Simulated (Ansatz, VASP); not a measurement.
## One calculation of BN, two programs

The input INCAR:

```
PREC = Accurate
ENCUT = 600
EDIFF = 1E-6
ISMEAR = 0
SIGMA = 0.02
LREAL = F
LASPH = T
NELM = 120
ALGO = Normal
ISIF = 2
LWAVE = F
LCHARG = F
GGA = PE
NBANDS = 11
GGA_COMPAT = F
```

KPOINTS

```
Automatic mesh
0
Gamma
  12 12 12
```

File POSCAR:

```
BN
1.0
    0.0000000000      1.7939791248      1.7939791248
    1.7939791248      0.0000000000      1.7939791248
    1.7939791248      1.7939791248      0.0000000000
B N
1 1
Direct
    0.0000000000      0.0000000000      0.0000000000
    0.2500000000      0.2500000000      0.2500000000
```

Input for Ansatz:

```yaml
crystal:
  lattice:
    - [0.0, 1.7939791248, 1.7939791248]
    - [1.7939791248, 0.0, 1.7939791248]
    - [1.7939791248, 1.7939791248, 0.0]
  atoms:
    - { symbol: B, position: [0.0, 0.0, 0.0] }
    - { symbol: "N", position: [0.25, 0.25, 0.25] }
basis: {}
kpoints:
  mp_grid: { grid: [12, 12, 12] }
hamiltonian:
  xc: pbe
  pseudopotentials: { kind: all_electron, lapw: {} }
scf:
  occupations: { method: gaussian, width: 0.02 }
output:
  forces: true
  stress: true
  eigenvalues: true
```

Alike in both runs: task single point; functional PBE; k mesh 12 × 12 × 12; occupations gaussian, width 0.02 eV; no spin polarisation.

|  | VASP | Ansatz |
| --- | --- | --- |
| version | VASP 6.6.1 | Ansatz 0.2.0 |
| potentials or method | VASP PAW PBE potentials, release 64 (B, N), cutoff 600 eV | scalar-relativistic, all-electron LAPW |

```tsv
	VASP	Ansatz	Ansatz less VASP
gap on the k mesh at the Fermi level (eV)	4.48	4.49	+0.009
least direct gap on the mesh (eV)	8.93	8.94	+0.008
pressure (GPa)	12.1	12.0	-0.05
```

Ansatz ran all-electron here, and VASP with PAW potentials.
